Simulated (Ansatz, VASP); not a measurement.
Two plane-wave programs on PbSe

```xyz
10
Lattice="4.3967 0.0000 0.0000 0.0000 4.3967 0.0000 0.0000 0.0000 27.4358" Properties=species:S:1:pos:R:3 pbc="T T T"
Pb    2.1984    2.1984    7.5000
Pb    0.0000    0.0000   10.6089
Pb    2.1984    2.1984   13.7179
Pb    0.0000    0.0000   16.8268
Pb    2.1984    2.1984   19.9358
Se    0.0000    0.0000    7.5000
Se    2.1984    2.1984   10.6089
Se    0.0000    0.0000   13.7179
Se    2.1984    2.1984   16.8268
Se    0.0000    0.0000   19.9358
```

Alike in both runs: task single point; functional PBE; k mesh 8 × 8 × 1; occupations gaussian, width 0.05 eV; no spin polarisation.

```csv
,VASP,Ansatz
version,VASP 6.6.1,Ansatz 0.2.0
potentials or method,"VASP PAW PBE potentials, release 64 (Pb_d, Se), cutoff 520 eV","scalar-relativistic, plane waves, PAW"
valence electrons in the cell,100,150
```

|  | VASP | Ansatz | Ansatz less VASP |
| --- | --- | --- | --- |
| gap on the k mesh at the Fermi level (eV) | 0.77 | 0.77 | -0.004 |
| least direct gap on the mesh (eV) | 0.77 | 0.77 | -0.004 |
| rms of the force components (eV/Å) | 0.156 | 0.156 | +0.0006 |

VASP's potentials hold 100 valence electrons a cell and Ansatz's 150, so a difference there can come from the potentials and not from the codes. Ansatz's warnings: xc potential rough in thin density.

Spin-orbit coupling is off throughout.
